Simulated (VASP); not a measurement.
Wanted: the native input for a VASP 6.6.1 run.

- Task: single point
- Functional: r2SCAN
- Potentials or basis: VASP PAW PBE potentials, release 64 (Fe, O)
- Cutoff: 520 eV
- k mesh: 9 × 9 × 5
- Occupations: fermi-dirac, width 0.05 eV
- Spin: no spin polarisation
- Dipole correction: no
- Further INCAR settings: ALGO = Normal; EDIFF = 1e-07; NBANDS = 22

The system is FeO.

```
Fe O
1.0
     1.51882    0.87689    2.51958
    -1.51882    0.87689    2.51958
     0.00000   -3.50757    5.03915
Fe O
2 2
Direct
  0.00000 0.00000 0.00000
  0.00000 0.00000 0.50000
  0.50000 0.50000 0.25000
  0.50000 0.50000 0.75000
```

One way to write it, as run:

POSCAR

```
FeO
1.0
    1.5188209000      0.8768916600      2.5195772800
   -1.5188209000      0.8768916600      2.5195772800
    0.0000000000     -3.5075666300      5.0391545700
Fe O
2 2
Direct
    0.0000000000      0.0000000000      0.0000000000
    0.0000000000      0.0000000000      0.5000000000
    0.5000000000      0.5000000000      0.2500000000
    0.5000000000      0.5000000000      0.7500000000
```

INCAR.step1

```
SYSTEM = FeO
ALGO = Normal
EDIFF = 1E-4
ENCUT = 520
GGA = PE
ISMEAR = -1
LASPH = .True.
LCHARG = .False.
LREAL = .False.
LWAVE = .True.
NBANDS = 22
NELM = 60
PREC = Accurate
SIGMA = 0.05
```

INCAR.step2

```
SYSTEM = FeO
ALGO = Normal
EDIFF = 1E-7
ENCUT = 520
ISIF = 2
ISMEAR = -1
ISTART = 1
LASPH = .True.
LCHARG = .False.
LMIXTAU = .True.
LREAL = .False.
LWAVE = .False.
METAGGA = R2SCAN
NBANDS = 22
NELM = 60
PREC = Accurate
SIGMA = 0.05
```

KPOINTS

```
k-points
0
Gamma
  9 9 5
  0 0 0
```

Potentials or basis: VASP PAW PBE potentials, release 64 (Fe, O).

The run is started by

```console
$ cat potpaw_PBE.64/Fe/POTCAR potpaw_PBE.64/O/POTCAR > POTCAR
$ cp INCAR.step1 INCAR
$ mpirun -np 1 vasp_std > vasp.out
$ cp INCAR.step2 INCAR
$ mpirun -np 1 vasp_std > vasp.out
```

It gave:

```
Pressure               : -28.7 GPa
Band gap on the k mesh : 0.36 eV
```

Caveat: the cell stands under tension; semilocal functionals underestimate gaps, and a narrow one can read as zero; the PAW data sets were made with another functional, which shifts forces and pressure a little; the run has no spin polarisation, though such a crystal can be magnetic.

It took 10 min on 1 thread of Intel Xeon 8259CL (shared host), peak memory 0.24 GiB.
